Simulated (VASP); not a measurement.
# BP (pbe) (F-43m) in VASP: notebook

BP (pbe) is run at these levels: PBE; tasks: single point.

Everything below comes from runs of VASP 6.6.1. Logs are shortened: lines on timing, memory, paths and dates and some standing lists are left out, and cuts for length are marked.

### Step 1. The cell of the first run

It takes space group F-43m (No. 216, cubic). Conventional cell: a = 4.578 Å, b = 4.578 Å, c = 4.578 Å, α = 90.00°, β = 90.00°, γ = 90.00°. Within 2.6 Å of B (site symmetry -43m) lie 4 P at 1.98 Å. P (site symmetry -43m) has 4 B at 1.98 Å within 2.6 Å.

### Step 2. Single point, PBE (volume scaled by 1.02)

Input file INCAR:

```
SYSTEM = BP
PREC = Accurate
ENCUT = 500
EDIFF = 1E-6
ISMEAR = 0
SIGMA = 0.01
LREAL = .False.
LASPH = .True.
NELM = 120
ALGO = Normal
ISIF = 2
LWAVE = .False.
LCHARG = .False.
GGA = PE
NBANDS = 11
GGA_COMPAT = .False.
```

Input file KPOINTS:

```
Automatic mesh
0
Gamma
  10 10 10
  0 0 0
```

Input file POSCAR:

```
BP
1.0
    0.0000000000      2.2892129729      2.2892129729
    2.2892129729      0.0000000000      2.2892129729
    2.2892129729      2.2892129729      0.0000000000
B P
1 1
Direct
    0.0000000000      0.0000000000      0.0000000000
    0.2500000000      0.2500000000      0.2500000000
```

Potentials or basis: VASP PAW PBE potentials, release 64 (B, P).

Launch:

```console
cat potpaw_PBE.64/B/POTCAR potpaw_PBE.64/P/POTCAR > POTCAR
mpirun -np 1 vasp_std > vasp.out
```

OUTCAR:

```text
SYSTEM = BP
   PREC = Accurate
   ENCUT = 500
   EDIFF = 1E-6
   ISMEAR = 0
   LREAL = .False.
   LASPH = .True.
   NELM = 120
   ISIF = 2
   GGA = PE

 ion  position               nearest neighbor table
   1  0.000  0.000  0.000-   2 1.98   2 1.98   2 1.98   2 1.98
   2  0.250  0.250  0.250-   1 1.98   1 1.98   1 1.98   1 1.98

  LATTYP: Found a face centered cubic cell.
 ALAT       =     4.5784259458

  Lattice vectors:

 A1 = (   0.0000000000,   2.2892129729,   2.2892129729)
 A2 = (   2.2892129729,   0.0000000000,   2.2892129729)
 A3 = (   2.2892129729,   2.2892129729,   0.0000000000)

Analysis of symmetry for initial positions (statically):
=====================================================================
 Subroutine PRICEL returns:
 Original cell was already a primitive cell.

 Routine SETGRP: Setting up the symmetry group for a
 face centered cubic supercell.

 Subroutine GETGRP returns: Found 24 space group operations
 (whereof 24 operations were pure point group operations)
 out of a pool of 48 trial point group operations.

The static configuration has the point symmetry T_d .

Analysis of symmetry for dynamics (positions and initial velocities):
=====================================================================
 Subroutine PRICEL returns:
 Original cell was already a primitive cell.

 Routine SETGRP: Setting up the symmetry group for a
 face centered cubic supercell.

 Subroutine GETGRP returns: Found 24 space group operations
 (whereof 24 operations were pure point group operations)
 out of a pool of 48 trial point group operations.

The dynamic configuration has the point symmetry T_d .

 Subroutine INISYM returns: Found 24 space group operations
 (whereof 24 operations are pure point group operations),
 and found     1 'primitive' translations

----------------------------------------------------------------------------------------

                                     Primitive cell

  volume of cell :      23.9932

  direct lattice vectors                    reciprocal lattice vectors
     0.000000000  2.289212973  2.289212973    -0.218415676  0.218415676  0.218415676
     2.289212973  0.000000000  2.289212973     0.218415676 -0.218415676  0.218415676
     2.289212973  2.289212973  0.000000000     0.218415676  0.218415676 -0.218415676

  length of vectors
     3.237436033  3.237436033  3.237436033     0.378307049  0.378307049  0.378307049

  position of ions in fractional coordinates (direct lattice)
     0.000000000  0.000000000  0.000000000
     0.250000000  0.250000000  0.250000000

  ion indices of the primitive-cell ions
   primitive index   ion index
                 1           1
                 2           2

----------------------------------------------------------------------------------------

 KPOINTS: Automatic mesh

Automatic generation of k-mesh.
 Grid dimensions read from file:
 generate k-points for:   10   10   10

 Generating k-lattice:

  Cartesian coordinates                     Fractional coordinates (reciprocal lattice)
    -0.021841568  0.021841568  0.021841568     0.100000000  0.000000000  0.000000000
     0.021841568 -0.021841568  0.021841568     0.000000000  0.100000000  0.000000000
     0.021841568  0.021841568 -0.021841568     0.000000000  0.000000000  0.100000000

  Length of vectors
     0.037830705  0.037830705  0.037830705

  Shift w.r.t. Gamma in fractional coordinates (k-lattice)
     0.000000000  0.000000000  0.000000000

 Subroutine IBZKPT returns following result:
 ===========================================

 Found     47 irreducible k-points:

 Following reciprocal coordinates:
            Coordinates               Weight
  0.000000  0.000000  0.000000      1.000000
  0.100000  0.000000  0.000000      8.000000
  0.200000  0.000000  0.000000      8.000000
  0.300000  0.000000  0.000000      8.000000
  0.400000  0.000000  0.000000      8.000000
  0.500000  0.000000  0.000000      4.000000
[... 16 lines left out ...]
  0.300000  0.300000  0.000000      6.000000
  0.400000  0.300000  0.000000     24.000000
 [... further k-points ...]
   k-points           NKPTS =     47   k-points in BZ     NKDIM =     47   number of bands    NBANDS=     11
   number of dos      NEDOS =    301   number of ions     NIONS =      2
   total plane-waves  NPLWV =  13824
   dimension x,y,z NGX =    24 NGY =   24 NGZ =   24
   dimension x,y,z NGXF=    48 NGYF=   48 NGZF=   48
   ions per type =               1   1
   NGX,Y,Z   is equivalent  to a cutoff of  12.32, 12.32, 12.32 a.u.
   NGXF,Y,Z  is equivalent  to a cutoff of  24.65, 24.65, 24.65 a.u.
 SYSTEM =  BP
   PREC   = accura    normal or accurate (medium, high low for compatibility)
   ISTART =      0    job   : 0-new  1-cont  2-samecut
   ICHARG =      2    charge: 1-file 2-atom 10-const
   ISPIN  =      1    spin polarized calculation?
   LNONCOLLINEAR =      F non collinear calculations
   LSORBIT =      F    spin-orbit coupling
   LASPH  =      T    aspherical Exc in radial PAW
   ENCUT  =  500.0 eV  36.75 Ry    6.06 a.u.   5.90  5.90  5.90*2*pi/ulx,y,z
   NELM   =    120;   NELMIN=  2; NELMDL= -5     # of ELM steps
   EDIFF  = 0.1E-05   stopping-criterion for ELM
   LREAL  =      F    real-space projection
   EDIFFG = 0.1E-04   stopping-criterion for IOM
   NSW    =      0    number of steps for IOM
   IBRION =     -1    ionic relax: 0-MD 1-quasi-New 2-CG
   NFREE  =      0    steps in history (QN), initial steepest desc. (CG)
   ISIF   =      2    stress and relaxation
   ISYM   =      2    0-nonsym 1-usesym 2-fastsym
   POTIM  = 0.5000    time-step for ionic-motion
   TEBEG  =    0.0;   TEEND  =   0.0 temperature during run
   PSTRESS=    0.0 pullay stress
   NELECT =       8.0000    total number of electrons
   NUPDOWN=      -1.0000    fix difference up-down
   EMIN   =  10.00;   EMAX   =-10.00  energy-range for DOS
   EFERMI =   0.00;   METHOD = LEGACY
   ISMEAR =     0;   SIGMA  =   0.01  broadening in eV -4-tet -1-fermi 0-gaus
   EFERMI_NEDOS =   21; number of points for ismear=-14 and -15
   IALGO  =     38    algorithm
   IMIX   =      4    mixing-type and parameters
     AMIX     =   0.40;   BMIX     =  1.00
     AMIX_MAG =   1.60;   BMIX_MAG =  1.00
  volume/ion in A,a.u.               =      12.00        80.96
  Fermi-wavevector in a.u.,A,eV,Ry     =   1.135208  2.145231 17.533778  1.288696
  Thomas-Fermi vector in A             =   2.271912
   LORBIT       =      0    0 simple, 1 ext, 2 COOP (PROOUT), +10 PAW based schemes
   GGA     = PE    functional components
   LHFCALC =     F    Hartree Fock is set to
   AEXX    =    0.0000 exact exchange contribution
   IVDW    =     0    specifies the selected vdW correction
   LEPSILON=     F    determine dielectric tensor
   LRPA    =     F    only Hartree local field effects (RPA)
 non-spin polarized calculation
 Gauss-broadening in eV      SIGMA  =   0.01
  energy-cutoff  :      500.00
  volume of cell :       23.99
 maximum number of plane-waves:       620
   NGX = 11   NGY = 11   NGZ = 11

 number of electron       7.9999999 magnetization

 Free energy of the ion-electron system (eV)
  ---------------------------------------------------
  ext. energy  EPLUGINS =         0.00000000
  ---------------------------------------------------
  free energy    TOTEN  =       -12.92556154 eV

  energy without entropy =      -12.92556154  energy(sigma->0) =      -12.92556154

 E-fermi :   7.2148     XC(G=0): -10.7930

 val. band max:        7.1208256749   @ k =   0.0000   0.0000   0.0000
 cond. band min:       8.3961097565   @ k =   0.4000   0.4000   0.0000
 fundamental gap:      1.2752840815
 Fermi energy:         7.2148246437

 k-point     1 :       0.0000    0.0000    0.0000
  band No.  band energies     occupation
      1      -8.1040      2.00000
      2       7.1208      2.00000
      3       7.1208      2.00000
      4       7.1208      2.00000
      5      10.4839      0.00000
      6      10.4839      0.00000
      7      10.4839      0.00000
      8      14.0935      0.00000
      9      18.4575      0.00000
     10      19.1748      0.00000
     11      19.1748      0.00000

 k-point     2 :       0.1000    0.0000    0.0000
  band No.  band energies     occupation
      1      -7.9278      2.00000
      2       5.8375      2.00000
      3       6.8331      2.00000
      4       6.8331      2.00000
      5      10.8823      0.00000
      6      10.8823      0.00000
      7      10.8932      0.00000
      8      14.6422      0.00000
      9      18.5078      0.00000
     10      18.5078      0.00000
     11      19.0123      0.00000

 k-point     3 :       0.2000    0.0000    0.0000
  band No.  band energies     occupation
      1      -7.4062      2.00000
      2       3.5351      2.00000
      3       6.2854      2.00000
      4       6.2854      2.00000
      5      11.0431      0.00000
      6      11.5915      0.00000
      7      11.5915      0.00000
      8      15.8902      0.00000
      9      17.9171      0.00000
     10      17.9171      0.00000
     11      19.8633      0.00000

 k-point     4 :       0.3000    0.0000    0.0000
  band No.  band energies     occupation
      1      -6.5703      2.00000
      2       1.2216      2.00000
      3       5.8047      2.00000
      4       5.8047      2.00000
      5      10.9217      0.00000
      6      11.9332      0.00000
      7      11.9332      0.00000
      8      16.9082      0.00000
      9      18.4652      0.00000
     10      18.4652      0.00000
     11      20.0882      0.00000
[... 239 lines left out ...]
 k-point    22 :      -0.2000    0.2000    0.0000
  band No.  band energies     occupation
      1      -6.2855      2.00000
      2       1.9347      2.00000
      3       3.0523      2.00000
      4       5.8999      2.00000
      5      11.5280      0.00000
      6      12.3682      0.00000
      7      13.3934      0.00000
      8      15.2756      0.00000
      9      16.6031      0.00000
     10      20.5426      0.00000
     11      22.5809      0.00000

 k-point    23 :       0.3000    0.3000    0.0000
  band No.  band energies     occupation
      1      -6.0377      2.00000
      2       2.3148      2.00000
      3       3.9777      2.00000
      4       3.9777      2.00000
      5       8.6658      0.00000
      6      11.0410      0.00000
      7      15.8207      0.00000
      8      15.8207      0.00000
      9      19.8366      0.00000
     10      21.3875      0.00000
     11      23.3299      0.00000

 k-point    24 :       0.4000    0.3000    0.0000
  band No.  band energies     occupation
      1      -5.2345      2.00000
      2       1.0184      2.00000
      3       3.1715      2.00000
      4       3.6888      2.00000
      5       8.9530      0.00000
      6      10.7507      0.00000
      7      16.4064      0.00000
      8      16.4414      0.00000
      9      20.8129      0.00000
     10      22.2334      0.00000
     11      23.8051      0.00000

 [... further k-points ...]
[... 5 lines left out ...]
  --------------------------------------------------------------------------------------
  -------------------------------------------------------------------------------------
  Total       -0.4909741     -0.4909741     -0.4909741      0.0000000     -0.0000000      0.0000000
  in kB      -32.7854054    -32.7854054    -32.7854054      0.0000000     -0.0000000      0.0000000
  external PRESSURE =     -32.7854054 kB  Pullay stress =       0.0000000 kB

 VOLUME and BASIS-vectors are now :
 -----------------------------------------------------------------------------
  energy-cutoff  :      500.00
  volume of cell :       23.99
      direct lattice vectors                 reciprocal lattice vectors
     0.000000000  2.289212973  2.289212973    -0.218415676  0.218415676  0.218415676
     2.289212973  0.000000000  2.289212973     0.218415676 -0.218415676  0.218415676
     2.289212973  2.289212973  0.000000000     0.218415676  0.218415676 -0.218415676

 POSITION                                       TOTAL-FORCE (eV/Angst)
 -----------------------------------------------------------------------------------
      0.00000      0.00000      0.00000        -0.000000     -0.000000     -0.000000
      1.14461      1.14461      1.14461         0.000000      0.000000      0.000000
 -----------------------------------------------------------------------------------
    total drift:                                0.000000      0.000000      0.000000

  FREE ENERGIE OF THE ION-ELECTRON SYSTEM (eV)
  ---------------------------------------------------
  free  energy   TOTEN  =       -12.9255615363 eV

  energy  without entropy=      -12.9255615363  energy(sigma->0) =      -12.92556154
```

Wall time 16 s (1 thread of AMD EPYC 7R43 (Zen 3), shared host); peak memory 0.1 GiB.

Results:

| Property | Result |
| --- | --- |
| Free energy | -12.9256 eV |
| Pressure | -3.3 GPa |
| Band gap on the k mesh | 1.28 eV, indirect (least direct gap 3.36 eV) |

(Continued in part 2 of 2.)
